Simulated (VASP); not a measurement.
A run of VASP 6.6.1:

Contents of INCAR:

```
  ALGO = Normal
  EDIFF = 1E-6
  ENCUT = 520
  ISIF = 2
  ISMEAR = 1
  LASPH = True
  LCHARG = False
  LREAL = False
  LWAVE = False
  NBANDS = 18
  NELM = 100
  PREC = Accurate
  SIGMA = 0.1
```

KPOINTS

```
k-points
0
Gamma
  5 5 4
```

Contents of POSCAR:

```
Sc
1.0
    3.6275200000      0.0000000000      0.0000000000
    0.0000000000      3.6275200000      0.0000000000
    0.0000000000      0.0000000000      5.1721960000
Sc
2
Direct
    0.5000000000      0.0000000000      0.7058540000
    0.0000000000      0.5000000000      0.2941460000
```

Potentials or basis: VASP PAW LDA potentials, release 64 (Sc_sv).

Command:

```sh
$ cat potpaw_LDA.64/Sc_sv/POTCAR > POTCAR
$ mpirun -np 1 vasp_std > vasp.out
```

Hardware: 1 thread of AMD EPYC 7R13 Processor (Zen 3), with other jobs on the host.

**Question.** Estimate the wall time of this run.

**Answer.** Run time: 18 s on 1 thread of AMD EPYC 7R13 Processor (Zen 3) (shared host), peak memory 0.12 GiB. Counts: scf iterations 13, k points 18.
